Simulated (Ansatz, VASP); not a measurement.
## One calculation of CdS, two programs

File INCAR:

```
SYSTEM = CdS
  PREC = Accurate
  ENCUT = 520
  EDIFF = 1E-7
  ISMEAR = 0
  SIGMA = 0.02
  LREAL = .FALSE.
  LASPH = .TRUE.
  NELM = 80
  ALGO = Normal
  ISIF = 2
  LWAVE = .FALSE.
  LCHARG = .FALSE.
  GGA = PS
  NBANDS = 16
```

File KPOINTS:

```
Automatic mesh
0
G
  8 8 8
  0 0 0
```

POSCAR

```
CdS
1.0
    0.0000000000      2.8282581000      2.8282581000
    2.8282581000      0.0000000000      2.8282581000
    2.8282581000      2.8282581000      0.0000000000
Cd S
1 1
Direct
    0.0000000000      0.0000000000      0.0000000000
    0.7500000000      0.7500000000      0.7500000000
```

Input for Ansatz:

```yaml
crystal:
  lattice:
    - [0.0, 2.8282581, 2.8282581]
    - [2.8282581, 0.0, 2.8282581]
    - [2.8282581, 2.8282581, 0.0]
  atoms:
    - { symbol: Cd, position: [0.0, 0.0, 0.0] }
    - { symbol: S, position: [0.75, 0.75, 0.75] }
basis:
  ecutwfc: 420
kpoints:
  mp_grid: { grid: [8, 8, 8] }
hamiltonian:
  xc: pbesol
scf:
  occupations: { method: gaussian, width: 0.02 }
output:
  forces: true
  stress: true
  eigenvalues: true
```

Alike in both runs: task single point; functional PBEsol; k mesh 8 × 8 × 8; occupations gaussian, width 0.02 eV; no spin polarisation.

|  | VASP | Ansatz |
| --- | --- | --- |
| version | VASP 6.6.1 | Ansatz 0.2.0 |
| potentials or method | VASP PAW PBE potentials, release 64 (Cd, S), cutoff 520 eV | scalar-relativistic, plane waves, PAW |
| valence electrons in the cell | 18 | 26 |

|  | VASP | Ansatz | Ansatz less VASP |
| --- | --- | --- | --- |
| gap on the k mesh at the Fermi level (eV) | 1.19 | 1.18 | -0.012 |
| least direct gap on the mesh (eV) | 1.19 | 1.18 | -0.012 |
| pressure (GPa) | 7.2 | 6.6 | -0.58 |

VASP's potentials were made for PBE, not for PBEsol. VASP's potentials hold 18 valence electrons a cell and Ansatz's 26, so a difference there can come from the potentials and not from the codes.
